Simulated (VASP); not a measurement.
The system is CdTeSe4.

```xyz
6
Lattice="5.6528 0.0000 0.0000 -2.8264 4.8954 0.0000 0.0000 0.0000 4.2404" Properties=species:S:1:pos:R:3 pbc="T T T"
Cd    0.0000    0.0000    0.0000
Te    0.0000    0.0000    2.1202
Se    0.0000    3.2636    0.0000
Se    2.8264    1.6318    0.0000
Se    0.0000    3.2636    2.1202
Se    2.8264    1.6318    2.1202
```

The cell was built from a structure type or drawn by symmetry, and may not be a known phase.

```yaml
Program: VASP 6.6.1
Task: relaxation of cell and atoms
Functional: PBE
Potentials_or_basis: VASP PAW PBE potentials, release 64 (Cd, Te, Se)
Cutoff: 600 eV
k_mesh: 6 × 6 × 4
Occupations: gaussian, width 0.1 eV
Spin: no spin polarisation
```

At the start: pressure 53.6 GPa; volume 19.56 Å³/atom.

**Question.** How do energy, volume and symmetry change on relaxing?

**Answer.** Over 8 steps the energy falls by 1750.2 meV/atom and the volume is 23.84 Å³/atom (+21.9 %); space group P6/mmm (No. 191, to 0.1 Å) before and after.

Step by step:
```
step  energy change (eV)  largest force (eV/Å)  pressure (GPa)  volume (Å³)
   1              0.0000                0.0000           53.55       117.34
   2             -5.3667                0.0000           -9.69       243.72
   3             -6.5058                0.0000           -9.39       223.63
   4             -7.3945                0.0000           -9.28       208.60
   5            -10.0416                0.0000           -3.82       160.82
   6            -10.0422                0.0000           -3.23       159.39
   7            -10.4354                0.0000           -1.57       148.43
   8            -10.5015                0.0000            0.01       143.02
```

Final structure:
```
CELL_PARAMETERS angstrom
5.44814 0.00000 0.00000
-2.72407 4.71822 0.00000
0.00000 0.00000 5.56363
ATOMIC_POSITIONS crystal
Cd 0.00000 0.00000 0.00000
Te 0.00000 0.00000 0.50000
Se 0.33333 0.66667 0.00000
Se 0.66667 0.33333 0.00000
Se 0.33333 0.66667 0.50000
Se 0.66667 0.33333 0.50000
```

Caveat: the k points lie up to 0.28 Å⁻¹ apart in the final cell, too coarse for converged energies and pressures of a metal; the volume moved by over 15 % at a fixed basis, so the end points are rough.
